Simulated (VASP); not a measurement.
# ZrS (Fm-3m) in VASP: notebook

The runs below take ZrS through single point, with PBEsol+D3(BJ).

Everything below comes from runs of VASP 6.6.1. Logs are shortened: lines on timing, memory, paths and dates and some standing lists are left out, and cuts for length are marked.

### Step 1. The cell of the first run

The structure is cubic, space group Fm-3m (No. 225). The conventional cell has a = 5.109 Å, b = 5.109 Å, c = 5.109 Å, α = 90.00°, β = 90.00°, γ = 90.00°. Within 3.4 Å of Zr (site symmetry m-3m) lie 6 S at 2.55 Å. Within 3.4 Å of S (site symmetry m-3m) lie 6 Zr at 2.55 Å.

### Step 2. Single point, PBEsol+D3(BJ)

Contents of INCAR:

```
SYSTEM = ZrS
ALGO = Normal
EDIFF = 1E-6
ENCUT = 520
GGA = PS
ISIF = 2
ISMEAR = 0
IVDW = 12
LASPH = .TRUE.
LCHARG = .FALSE.
LREAL = .FALSE.
LWAVE = .FALSE.
NBANDS = 16
NELM = 100
PREC = Accurate
SIGMA = 0.05
```

Contents of KPOINTS:

```
k-points
0
G
  8 8 8
  0 0 0
```

Contents of POSCAR:

```
ZrS
1.0
    0.0000000000      2.5543505764      2.5543505764
    2.5543505764      0.0000000000      2.5543505764
    2.5543505764      2.5543505764      0.0000000000
Zr S
1 1
Direct
    0.5000000000      0.5000000000      0.5000000000
    0.0000000000      0.0000000000      0.0000000000
```

Potentials or basis: VASP PAW PBE potentials, release 64 (Zr_sv, S).

Command:

```bash
> cat potpaw_PBE.64/Zr_sv/POTCAR potpaw_PBE.64/S/POTCAR > POTCAR
> mpirun -np 1 vasp_std > vasp.out
```

OUTCAR:

```text
SYSTEM = ZrS
   EDIFF = 1E-6
   ENCUT = 520
   GGA = PS
   ISIF = 2
   ISMEAR = 0
   IVDW = 12
   LASPH = .TRUE.
   LREAL = .FALSE.
   NELM = 100
   PREC = Accurate
 IVDW          = 12

 ion  position               nearest neighbor table
   1  0.500  0.500  0.500-   2 2.55   2 2.55   2 2.55   2 2.55   2 2.55   2 2.55
   2  0.000  0.000  0.000-   1 2.55   1 2.55   1 2.55   1 2.55   1 2.55   1 2.55

  LATTYP: Found a face centered cubic cell.
 ALAT       =     5.1087011528

  Lattice vectors:

 A1 = (   0.0000000000,   2.5543505764,   2.5543505764)
 A2 = (   2.5543505764,   0.0000000000,   2.5543505764)
 A3 = (   2.5543505764,   2.5543505764,   0.0000000000)

Analysis of symmetry for initial positions (statically):
=====================================================================
 Subroutine PRICEL returns:
 Original cell was already a primitive cell.

 Routine SETGRP: Setting up the symmetry group for a
 face centered cubic supercell.

 Subroutine GETGRP returns: Found 48 space group operations
 (whereof 48 operations were pure point group operations)
 out of a pool of 48 trial point group operations.

The static configuration has the point symmetry O_h .

Analysis of symmetry for dynamics (positions and initial velocities):
=====================================================================
 Subroutine PRICEL returns:
 Original cell was already a primitive cell.

 Routine SETGRP: Setting up the symmetry group for a
 face centered cubic supercell.

 Subroutine GETGRP returns: Found 48 space group operations
 (whereof 48 operations were pure point group operations)
 out of a pool of 48 trial point group operations.

The dynamic configuration has the point symmetry O_h .

 Subroutine INISYM returns: Found 48 space group operations
 (whereof 48 operations are pure point group operations),
 and found     1 'primitive' translations

----------------------------------------------------------------------------------------

                                     Primitive cell

  volume of cell :      33.3328

  direct lattice vectors                    reciprocal lattice vectors
     0.000000000  2.554350576  2.554350576    -0.195744470  0.195744470  0.195744470
     2.554350576  0.000000000  2.554350576     0.195744470 -0.195744470  0.195744470
     2.554350576  2.554350576  0.000000000     0.195744470  0.195744470 -0.195744470

  length of vectors
     3.612397228  3.612397228  3.612397228     0.339039367  0.339039367  0.339039367

  position of ions in fractional coordinates (direct lattice)
     0.500000000  0.500000000  0.500000000
[... 79 lines left out ...]
   LREAL  =      F    real-space projection
   EDIFFG = 0.1E-04   stopping-criterion for IOM
   NSW    =      0    number of steps for IOM
   IBRION =     -1    ionic relax: 0-MD 1-quasi-New 2-CG
   NFREE  =      0    steps in history (QN), initial steepest desc. (CG)
   ISIF   =      2    stress and relaxation
   ISYM   =      2    0-nonsym 1-usesym 2-fastsym
   POTIM  = 0.5000    time-step for ionic-motion
   TEBEG  =    0.0;   TEEND  =   0.0 temperature during run
   PSTRESS=    0.0 pullay stress
   NELECT =      18.0000    total number of electrons
   NUPDOWN=      -1.0000    fix difference up-down
   EMIN   =  10.00;   EMAX   =-10.00  energy-range for DOS
   EFERMI =   0.00;   METHOD = LEGACY
   ISMEAR =     0;   SIGMA  =   0.05  broadening in eV -4-tet -1-fermi 0-gaus
   EFERMI_NEDOS =   21; number of points for ismear=-14 and -15
   IALGO  =     38    algorithm
   IMIX   =      4    mixing-type and parameters
     AMIX     =   0.40;   BMIX     =  1.00
     AMIX_MAG =   1.60;   BMIX_MAG =  1.00
  volume/ion in A,a.u.               =      16.67       112.47
  Fermi-wavevector in a.u.,A,eV,Ry     =   1.333138  2.519266 24.181055  1.777257
  Thomas-Fermi vector in A             =   2.462019
   LORBIT       =      0    0 simple, 1 ext, 2 COOP (PROOUT), +10 PAW based schemes
   GGA     = PS    functional components
   LHFCALC =     F    Hartree Fock is set to
   AEXX    =    0.0000 exact exchange contribution
   IVDW    =    12    specifies the selected vdW correction
   LEPSILON=     F    determine dielectric tensor
   LRPA    =     F    only Hartree local field effects (RPA)
 non-spin polarized calculation
 Gauss-broadening in eV      SIGMA  =   0.05
  energy-cutoff  :      520.00
  volume of cell :       33.33
 maximum number of plane-waves:       934
   NGX = 13   NGY = 13   NGZ = 13

 number of electron      17.9999999 magnetization

 Free energy of the ion-electron system (eV)
  ---------------------------------------------------
  ext. energy  EPLUGINS =         0.00000000
  ---------------------------------------------------
  free energy    TOTEN  =       -16.48975009 eV

  energy without entropy =      -16.48795930  energy(sigma->0) =      -16.48885470

 E-fermi :  11.7152     XC(G=0): -11.8552

 val. band max:       11.6904756534   @ k =  -0.2500   0.5000   0.2500
 cond. band min:      11.7270428160   @ k =  -0.3750   0.2500   0.0000
 fundamental gap:      0.0365671626
 Fermi energy:        11.7152282122

 k-point     1 :       0.0000    0.0000    0.0000
  band No.  band energies     occupation
      1     -38.0216      2.00000
      2     -16.0259      2.00000
      3     -16.0259      2.00000
      4     -16.0259      2.00000
      5      -4.5559      2.00000
      6       8.1165      2.00000
[... 433 lines left out ...]
      3     -16.1813      2.00000
      4     -16.1076      2.00000
      5      -2.9683      2.00000
      6       3.9909      2.00000
[... 8 lines left out ...]
     15      19.7082      0.00000
     16      19.9374      0.00000

 [... further k-points ...]

------------------------ aborting loop because EDIFF is reached ----------------------------------------

 Edisp (eV)   -1.04030

 E8    (eV) :    -0.7076

  FORCE on cell =-STRESS in cart. coord.  units (eV):
  Direction    XX          YY          ZZ          XY          YZ          ZX
  --------------------------------------------------------------------------------------
  -------------------------------------------------------------------------------------
  Total       0.05735     0.05735     0.05735    -0.00000    -0.00000     0.00000
  in kB       2.75660     2.75660     2.75660    -0.00000    -0.00000     0.00000
  external pressure =        2.76 kB  Pullay stress =        0.00 kB

 VOLUME and BASIS-vectors are now :
 -----------------------------------------------------------------------------
  energy-cutoff  :      520.00
  volume of cell :       33.33
      direct lattice vectors                 reciprocal lattice vectors
     0.000000000  2.554350576  2.554350576    -0.195744470  0.195744470  0.195744470
     2.554350576  0.000000000  2.554350576     0.195744470 -0.195744470  0.195744470
     2.554350576  2.554350576  0.000000000     0.195744470  0.195744470 -0.195744470

 POSITION                                       TOTAL-FORCE (eV/Angst)
 -----------------------------------------------------------------------------------
      2.55435      2.55435      2.55435        -0.000000      0.000000     -0.000000
      0.00000      0.00000      0.00000         0.000000     -0.000000      0.000000
 -----------------------------------------------------------------------------------
    total drift:                                0.000000      0.000000      0.000000

  FREE ENERGIE OF THE ION-ELECTRON SYSTEM (eV)
  ---------------------------------------------------
  free  energy   TOTEN  =       -17.5300517961 eV

  energy  without entropy=      -17.5282610014  energy(sigma->0) =      -17.52915640
```

OSZICAR:

```text
N       E                     dE             d eps       ncg     rms          rms(c)
DAV:   1     0.116336054610E+03    0.11634E+03   -0.94658E+03   928   0.108E+03
DAV:   2    -0.105766015628E+02   -0.12691E+03   -0.12241E+03  1208   0.289E+02
DAV:   3    -0.172166094566E+02   -0.66400E+01   -0.65996E+01  1656   0.537E+01
DAV:   4    -0.173301969350E+02   -0.11359E+00   -0.11357E+00  1072   0.546E+00
DAV:   5    -0.173312825112E+02   -0.10856E-02   -0.10856E-02  1328   0.546E-01    0.185E+01
DAV:   6    -0.165271958605E+02    0.80409E+00   -0.16611E+00  1112   0.942E+00    0.855E+00
DAV:   7    -0.164947768966E+02    0.32419E-01   -0.18650E-01  1304   0.286E+00    0.324E+00
DAV:   8    -0.164901546979E+02    0.46222E-02   -0.24428E-02  1088   0.106E+00    0.410E-01
DAV:   9    -0.164898143887E+02    0.34031E-03   -0.27549E-03  1112   0.319E-01    0.185E-01
DAV:  10    -0.164897648398E+02    0.49549E-04   -0.30783E-04  1184   0.175E-01    0.555E-02
DAV:  11    -0.164897498963E+02    0.14944E-04   -0.61762E-05  1128   0.470E-02    0.345E-02
DAV:  12    -0.164897500944E+02   -0.19818E-06   -0.21007E-06  1056   0.122E-02
   1 F= -.17530052E+02 E0= -.17529156E+02  d E =-.179079E-02
```

stdout:

```text
POSCAR found type information on POSCAR ZrS
 POSCAR found :  2 types and       2 ions
 scaLAPACK will be used
 -----------------------------------------------------------------------------
|                                                                             |
|                                                                             |
|     You enforced a specific xc type in the INCAR file but a different       |
|     I HOPE YOU KNOW WHAT YOU ARE DOING!                                     |
|                                                                             |
 -----------------------------------------------------------------------------

 LDA part: xc-table for (Slater+PW92), standard interpolation
 POSCAR, INCAR and KPOINTS ok, starting setup
 FFT: planning ... GRIDC
 FFT: planning ... GRID_SOFT
 FFT: planning ... GRID
 WAVECAR not read
 entering main loop
```

Wall time 16 s (1 thread of Intel Xeon Platinum 8488C (Sapphire Rapids), shared host); peak memory 0.17 GiB.

Results:

- Free energy: -17.5301 eV
- Pressure: 0.3 GPa
- Band gap on the k mesh: zero (band 9 reaches 13.33 eV, above the bottom of band 10 at 10.11 eV)
- Dispersion energy per atom: -0.520 eV

Caveat: the PAW data sets were made with another functional, which shifts forces and pressure a little; pairwise dispersion overbinds metals, which lowers pressure and volume.

### Step 3. Single point, PBEsol+D3(BJ)

This run uses another cell than the first one, of 18.09 Å³/atom, 1.085 times its volume.

Contents of INCAR:

```
PREC = Accurate
ENCUT = 520
EDIFF = 1E-7
ISMEAR = 0
SIGMA = 0.05
LREAL = False
LASPH = True
NELM = 100
ALGO = Normal
ISIF = 2
LWAVE = False
LCHARG = False
GGA = PS
IVDW = 12
NBANDS = 16
```

Contents of KPOINTS:

```
Automatic mesh
0
Gamma
  8 8 8
```

Contents of POSCAR:

```
ZrS
1.0
    0.0000000000      2.6250004535      2.6250004535
    2.6250004535      0.0000000000      2.6250004535
    2.6250004535      2.6250004535      0.0000000000
Zr S
1 1
Direct
    0.5000000000      0.5000000000      0.5000000000
    0.0000000000      0.0000000000      0.0000000000
```

Potentials or basis: VASP PAW PBE potentials, release 64 (Zr_sv, S).

Command:

```bash
> cat potpaw_PBE.64/Zr_sv/POTCAR potpaw_PBE.64/S/POTCAR > POTCAR
> mpirun -np 1 vasp_std > vasp.out
```

OUTCAR:

```text
PREC = Accurate
   ENCUT = 520
   EDIFF = 1E-7
   ISMEAR = 0
   LREAL = False
   LASPH = True
   NELM = 100
   ISIF = 2
   GGA = PS
   IVDW = 12
 IVDW          = 12

 ion  position               nearest neighbor table
   1  0.500  0.500  0.500-   2 2.63   2 2.63   2 2.63   2 2.63   2 2.63   2 2.63
   2  0.000  0.000  0.000-   1 2.63   1 2.63   1 2.63   1 2.63   1 2.63   1 2.63

  LATTYP: Found a face centered cubic cell.
 ALAT       =     5.2500009070

  Lattice vectors:

 A1 = (   0.0000000000,   2.6250004535,   2.6250004535)
 A2 = (   2.6250004535,   0.0000000000,   2.6250004535)
 A3 = (   2.6250004535,   2.6250004535,   0.0000000000)

Analysis of symmetry for initial positions (statically):
=====================================================================
 Subroutine PRICEL returns:
 Original cell was already a primitive cell.

 Routine SETGRP: Setting up the symmetry group for a
 face centered cubic supercell.

 Subroutine GETGRP returns: Found 48 space group operations
 (whereof 48 operations were pure point group operations)
 out of a pool of 48 trial point group operations.

The static configuration has the point symmetry O_h .

Analysis of symmetry for dynamics (positions and initial velocities):
=====================================================================
 Subroutine PRICEL returns:
 Original cell was already a primitive cell.

 Routine SETGRP: Setting up the symmetry group for a
 face centered cubic supercell.

 Subroutine GETGRP returns: Found 48 space group operations
 (whereof 48 operations were pure point group operations)
 out of a pool of 48 trial point group operations.

The dynamic configuration has the point symmetry O_h .

 Subroutine INISYM returns: Found 48 space group operations
 (whereof 48 operations are pure point group operations),
 and found     1 'primitive' translations

----------------------------------------------------------------------------------------

[... 111 lines left out ...]
     AMIX     =   0.40;   BMIX     =  1.00
     AMIX_MAG =   1.60;   BMIX_MAG =  1.00
  volume/ion in A,a.u.               =      18.09       122.06
  Fermi-wavevector in a.u.,A,eV,Ry     =   1.297258  2.451462 22.896942  1.682878
  Thomas-Fermi vector in A             =   2.428662
   LORBIT       =      0    0 simple, 1 ext, 2 COOP (PROOUT), +10 PAW based schemes
   GGA     = PS    functional components
   LHFCALC =     F    Hartree Fock is set to
   AEXX    =    0.0000 exact exchange contribution
   IVDW    =    12    specifies the selected vdW correction
   LEPSILON=     F    determine dielectric tensor
   LRPA    =     F    only Hartree local field effects (RPA)
 non-spin polarized calculation
 Gauss-broadening in eV      SIGMA  =   0.05
  energy-cutoff  :      520.00
  volume of cell :       36.18
 maximum number of plane-waves:       992
   NGX = 13   NGY = 13   NGZ = 13

 number of electron      18.0000000 magnetization

 Free energy of the ion-electron system (eV)
  ---------------------------------------------------
  ext. energy  EPLUGINS =         0.00000000
  ---------------------------------------------------
  free energy    TOTEN  =       -16.47468498 eV

  energy without entropy =      -16.47289151  energy(sigma->0) =      -16.47378825

 E-fermi :  10.6684     XC(G=0): -11.4577

 val. band max:       10.6391196176   @ k =  -0.2500   0.5000   0.2500
 cond. band min:      10.6817020883   @ k =  -0.3750   0.2500   0.0000
 fundamental gap:      0.0425824707
 Fermi energy:        10.6683727541

 k-point     1 :       0.0000    0.0000    0.0000
  band No.  band energies     occupation
      1     -39.2465      2.00000
      2     -17.2452      2.00000
      3     -17.2452      2.00000
      4     -17.2452      2.00000
      5      -5.2193      2.00000
      6       7.0854      2.00000
[... 433 lines left out ...]
      3     -17.3576      2.00000
      4     -17.3049      2.00000
      5      -3.8668      2.00000
      6       3.2883      2.00000
[... 8 lines left out ...]
     15      17.9659      0.00000
     16      18.4655      0.00000

 [... further k-points ...]

------------------------ aborting loop because EDIFF is reached ----------------------------------------

 Edisp (eV)   -0.95588

 E8    (eV) :    -0.6498

  FORCE on cell =-STRESS in cart. coord.  units (eV):
  Direction    XX          YY          ZZ          XY          YZ          ZX
  --------------------------------------------------------------------------------------
  -------------------------------------------------------------------------------------
  Total      -2.43426    -2.43426    -2.43426     0.00000     0.00000     0.00000
  in kB    -107.81020  -107.81020  -107.81020     0.00000     0.00000     0.00000
  external pressure =     -107.81 kB  Pullay stress =        0.00 kB

 VOLUME and BASIS-vectors are now :
 -----------------------------------------------------------------------------
  energy-cutoff  :      520.00
  volume of cell :       36.18
      direct lattice vectors                 reciprocal lattice vectors
     0.000000000  2.625000454  2.625000454    -0.190476158  0.190476158  0.190476158
     2.625000454  0.000000000  2.625000454     0.190476158 -0.190476158  0.190476158
     2.625000454  2.625000454  0.000000000     0.190476158  0.190476158 -0.190476158

 POSITION                                       TOTAL-FORCE (eV/Angst)
 -----------------------------------------------------------------------------------
      2.62500      2.62500      2.62500         0.000000      0.000000      0.000000
      0.00000      0.00000      0.00000        -0.000000     -0.000000     -0.000000
 -----------------------------------------------------------------------------------
    total drift:                                0.000000      0.000000      0.000000

  FREE ENERGIE OF THE ION-ELECTRON SYSTEM (eV)
  ---------------------------------------------------
  free  energy   TOTEN  =       -17.4305640847 eV

  energy  without entropy=      -17.4287706147  energy(sigma->0) =      -17.42966735
```

OSZICAR:

```text
N       E                     dE             d eps       ncg     rms          rms(c)
DAV:   1     0.115508109536E+03    0.11551E+03   -0.92069E+03   928   0.106E+03
DAV:   2    -0.103301187940E+02   -0.12584E+03   -0.12212E+03  1200   0.283E+02
DAV:   3    -0.172995956152E+02   -0.69695E+01   -0.69257E+01  1720   0.531E+01
DAV:   4    -0.173704119194E+02   -0.70816E-01   -0.70809E-01  1088   0.513E+00
DAV:   5    -0.173715160550E+02   -0.11041E-02   -0.11041E-02  1336   0.512E-01    0.152E+01
DAV:   6    -0.165150536615E+02    0.85646E+00   -0.18282E+00  1088   0.940E+00    0.688E+00
DAV:   7    -0.164808042907E+02    0.34249E-01   -0.16883E-01  1272   0.271E+00    0.281E+00
DAV:   8    -0.164751748335E+02    0.56295E-02   -0.26550E-02  1088   0.989E-01    0.447E-01
DAV:   9    -0.164746633153E+02    0.51152E-03   -0.22628E-03  1096   0.265E-01    0.188E-01
DAV:  10    -0.164746873662E+02   -0.24051E-04   -0.33832E-04  1200   0.176E-01    0.474E-02
DAV:  11    -0.164746851570E+02    0.22092E-05   -0.12770E-05  1104   0.335E-02    0.221E-02
DAV:  12    -0.164746848879E+02    0.26906E-06   -0.12312E-06  1224   0.833E-03    0.266E-03
DAV:  13    -0.164746849844E+02   -0.96474E-07   -0.10510E-07   776   0.283E-03
   1 F= -.17430564E+02 E0= -.17429667E+02  d E =-.179347E-02
```

It took 16 s on 1 thread of Intel Xeon Platinum 8488C (Sapphire Rapids), shared host; peak memory 0.16 GiB.

Results:

| Property | Result |
| --- | --- |
| Free energy | -17.4306 eV |
| Pressure | -10.8 GPa |
| Band gap on the k mesh | zero (band 9 reaches 12.09 eV, above the bottom of band 10 at 9.25 eV) |
| Dispersion energy per atom | -0.478 eV |

Caveat: the PAW data sets were made with another functional, which shifts forces and pressure a little; pairwise dispersion overbinds metals, which lowers pressure and volume.
